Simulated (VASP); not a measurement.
Runs of VASP 6.6.1 on Mg2Ge2N. The structure is that of space group P6/mmm (No. 191), or close to it. The cells are those of the table. 

```tsv
task	cell	k mesh	cutoff (eV)	gap on the mesh (eV)	pressure (GPa)
single point	a = 3.002, b = 3.002, c = 7.002 Å, angles 90.0, 90.0, 120.0°, 5 atoms	6 × 6 × 4	520	none	244.1
relaxation of cell and atoms	relaxed from a = 3.002, b = 3.002, c = 7.002 Å, angles 90.0, 90.0, 120.0°, 5 atoms	6 × 6 × 4	600	none	0.0
single point	a = 4.188, b = 4.188, c = 5.954 Å, angles 90.0, 90.0, 120.0°, 5 atoms	6 × 6 × 4	520	none	(a)
single point	a = 4.191, b = 4.191, c = 5.963 Å, angles 90.0, 90.0, 120.0°, 5 atoms	12 × 12 × 6	520	none	-0.1
```

Alike in all rows: level PBE; potentials or basis VASP PAW PBE potentials, release 64 (Mg, Ge_d, N); no spin polarisation; smearing gaussian 0.1 eV.

Task: Fill in the values left out.

Result: (a) 0.1.

Caveats: some runs use coarse meshes.

A k mesh can miss the band edges, and the runs leave out spin-orbit coupling on Ge.

A gap of «none» marks levels without a gap at the run's occupations.
